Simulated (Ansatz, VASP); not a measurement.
# One calculation of BaZnH4, two programs

Contents of INCAR:

```
ALGO = Normal
EDIFF = 1E-6
ENCUT = 520
GGA = PE
ISIF = 2
ISMEAR = 0
LASPH = True
LCHARG = True
LELF = True
LREAL = False
LVHAR = True
LWAVE = False
NBANDS = 22
NELM = 80
PREC = Accurate
SIGMA = 0.1
```

The input KPOINTS:

```
k-points
0
Gamma
  4 4 4
```

File POSCAR:

```
BaZnH4
1.0
    4.2197820100      0.0000000000      0.0000000000
    0.0000000000      4.2197820100      0.0000000000
    0.0000000000      0.0000000000      6.6352969700
Ba Zn H
1 1 4
Direct
    0.5000000000      0.5000000000      0.5000000000
    0.0000000000      0.0000000000      0.0000000000
    0.0000000000      0.0000000000      0.6788081900
    0.5000000000      0.0000000000      0.0000000000
    0.0000000000      0.5000000000      0.0000000000
    0.0000000000      0.0000000000      0.3211918100
```

Input for Ansatz:

```yaml
crystal:
  lattice:
    - [4.21978201, 0.0, 0.0]
    - [0.0, 4.21978201, 0.0]
    - [0.0, 0.0, 6.63529697]
  atoms:
    - { symbol: Ba, position: [0.5, 0.5, 0.5] }
    - { symbol: Zn, position: [0.0, 0.0, 0.0] }
    - { symbol: H, position: [0.0, 0.0, 0.67880819] }
    - { symbol: H, position: [0.5, 0.0, 0.0] }
    - { symbol: H, position: [0.0, 0.5, 0.0] }
    - { symbol: H, position: [0.0, 0.0, 0.32119181] }
basis:
  ecutwfc: 420
kpoints:
  mp_grid: { grid: [4, 4, 4] }
hamiltonian:
  xc: pbe
scf:
  occupations: { method: gaussian, width: 0.1 }
  lower_state_search: "off"
output:
  forces: true
  stress: true
  eigenvalues: true
```

Alike in both runs: task single point; functional PBE; k mesh 4 × 4 × 4; occupations gaussian, width 0.1 eV; no spin polarisation.

```csv
,VASP,Ansatz
version,VASP 6.6.1,Ansatz 0.2.0
potentials or method,"VASP PAW PBE potentials, release 64 (Ba_sv, Zn, H), cutoff 520 eV","scalar-relativistic, plane waves, PAW"
valence electrons in the cell,26,26
```

Ansatz gave:

```
gap on the k mesh at the Fermi level (eV)                     : none
pressure (GPa)                                                : -8.9
traceless stress, the component that is largest in VASP (GPa) : 0.66
rms of the force components (eV/Å)                            : 0.114
```

Problem. Which values does VASP return?

Solution. gap on the k mesh at the Fermi level (eV): none; pressure (GPa): -8.8; traceless stress, the component that is largest in VASP (GPa): 0.64; rms of the force components (eV/Å): 0.118.

Atom by atom the forces differ by 0.004 eV/Å (rms over components). A gap of «none» marks a metal or a gap that the smearing closes.

The k mesh is coarse, so the values compare programs but aren't converged. Spin-orbit coupling is off throughout.
